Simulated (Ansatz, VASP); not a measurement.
## AlNi3 in VASP and in Ansatz

Contents of POSCAR:

```
AlNi3
1.0
    0.0000000000      2.7446913027      2.7446913027
    2.7446913027      0.0000000000      2.7446913027
    2.7446913027      2.7446913027      0.0000000000
Ni Al
3 1
Direct
    0.7500000000      0.7500000000      0.7500000000
    0.0000000000      0.0000000000      0.0000000000
    0.2500000000      0.2500000000      0.2500000000
    0.5000000000      0.5000000000      0.5000000000
```

File INCAR.step1:

```
PREC = Accurate
ENCUT = 520
ISMEAR = -1
SIGMA = 0.05
LREAL = F
LASPH = T
NELM = 150
ISPIN = 2
MAGMOM = 1 1 1 0
LMAXMIX = 4
NBANDS = 28
GGA = PE
ALGO = Normal
EDIFF = 1E-4
LWAVE = T
LCHARG = F
```

The input INCAR.step2:

```
PREC = Accurate
ENCUT = 520
EDIFF = 1E-6
ISMEAR = -1
SIGMA = 0.05
LREAL = F
LASPH = T
NELM = 150
ALGO = Normal
ISIF = 2
LWAVE = F
LCHARG = T
ISPIN = 2
MAGMOM = 1 1 1 0
LORBIT = 11
LMAXMIX = 4
METAGGA = R2SCAN
LMIXTAU = T
LELF = T
LVHAR = T
NBANDS = 28
ISTART = 1
```

Contents of KPOINTS:

```
regular mesh
0
Gamma
  8 8 8
```

Contents of input.yaml:

```yaml
crystal:
  lattice:
    - [0.0, 2.7446913027, 2.7446913027]
    - [2.7446913027, 0.0, 2.7446913027]
    - [2.7446913027, 2.7446913027, 0.0]
  atoms:
    - { symbol: Ni, position: [0.75, 0.75, 0.75], spin: 1.0 }
    - { symbol: Ni, position: [0.0, 0.0, 0.0], spin: 1.0 }
    - { symbol: Ni, position: [0.25, 0.25, 0.25], spin: 1.0 }
    - { symbol: Al, position: [0.5, 0.5, 0.5] }
hamiltonian:
  xc: r2scan
  pseudopotentials: { kind: paw }
magnetization:
  spin_polarized: true
kpoints:
  mp_grid: { grid: [8, 8, 8] }
scf:
  occupations: { method: fermi_dirac, width: 0.05 }
output:
  forces: true
  stress: true
  eigenvalues: true
```

Alike in both runs: task single point; functional r2SCAN; k mesh 8 × 8 × 8; occupations fermi-dirac, width 0.05 eV; collinear spin.

|  | VASP | Ansatz |
| --- | --- | --- |
| version | VASP 6.6.1 | Ansatz 0.2.0 |
| potentials or method | VASP PAW PBE potentials, release 64 (Ni, Al) | Ansatz PAW |
| plane-wave cutoff (eV) | 520 | 500 |
| valence electrons in the cell | 33 | 57 |

|  | VASP | Ansatz | Ansatz less VASP |
| --- | --- | --- | --- |
| gap on the k mesh at the Fermi level (eV) | none | none | - |
| pressure (GPa) | 14.4 | 14.3 | -0.11 |
| net moment per atom (μB) | 0.00 | 0.00 | 0.000 |

VASP's potentials were made for PBE, not for r2SCAN. A gap of «none» marks a metal or a gap that the smearing closes. VASP's potentials hold 33 valence electrons a cell and Ansatz's 57, so a difference there can come from the potentials and not from the codes.

Noted on Ansatz's run: the magnetic or orbital state may not be the lowest.
